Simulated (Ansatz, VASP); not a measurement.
# KI in VASP and in Ansatz

File INCAR:

```
SYSTEM = KI
  ALGO = Normal
  EDIFF = 1E-7
  ENCUT = 520
  GGA = PE
  ISIF = 2
  ISMEAR = 0
  LASPH = .True.
  LCHARG = .False.
  LREAL = .False.
  LWAVE = .False.
  NBANDS = 15
  NELM = 100
  PREC = Accurate
  SIGMA = 0.05
```

The input KPOINTS:

```
k-points
0
Gamma
  6 6 6
  0 0 0
```

The input POSCAR:

```
KI
1.0
    0.0000000000      3.4676924768      3.6410771007
    3.4676924768      0.0000000000      3.6410771007
    3.4676924768      3.4676924768      0.0000000000
K I
1 1
Direct
    0.0000000000      0.0000000000      0.0000000000
    0.5000000000      0.5000000000      0.5000000000
```

Input for Ansatz:

```yaml
crystal:
  lattice:
    - [0.0, 3.4676924768, 3.6410771007]
    - [3.4676924768, 0.0, 3.6410771007]
    - [3.4676924768, 3.4676924768, 0.0]
  atoms:
    - { symbol: K, position: [0.0, 0.0, 0.0] }
    - { symbol: I, position: [0.5, 0.5, 0.5] }
basis:
  ecutwfc: 420
kpoints:
  mp_grid: { grid: [6, 6, 6] }
hamiltonian:
  xc: pbe
scf:
  occupations: { method: gaussian, width: 0.05 }
output:
  forces: true
  stress: true
  eigenvalues: true
```

Alike in both runs: task single point; functional PBE; k mesh 6 × 6 × 6; occupations gaussian, width 0.05 eV; no spin polarisation.

|  | VASP | Ansatz |
| --- | --- | --- |
| version | VASP 6.6.1 | Ansatz 0.2.0 |
| potentials or method | VASP PAW PBE potentials, release 64 (K_sv, I), cutoff 520 eV | scalar-relativistic, plane waves, PAW |
| valence electrons in the cell | 16 | 26 |

VASP gave:

| Quantity | Value |
| --- | --- |
| gap on the k mesh at the Fermi level (eV) | 3.97 |
| least direct gap on the mesh (eV) | 3.97 |
| pressure (GPa) | 0.8 |
| traceless stress, the component that is largest in VASP (GPa) | -0.83 |

Q: Which values does Ansatz return?

A: gap on the k mesh at the Fermi level (eV): 3.97; least direct gap on the mesh (eV): 3.97; pressure (GPa): 0.8; traceless stress, the component that is largest in VASP (GPa): -0.82.

VASP's potentials hold 16 valence electrons a cell and Ansatz's 26, so a difference there can come from the potentials and not from the codes.

Neither program's run includes spin-orbit coupling.
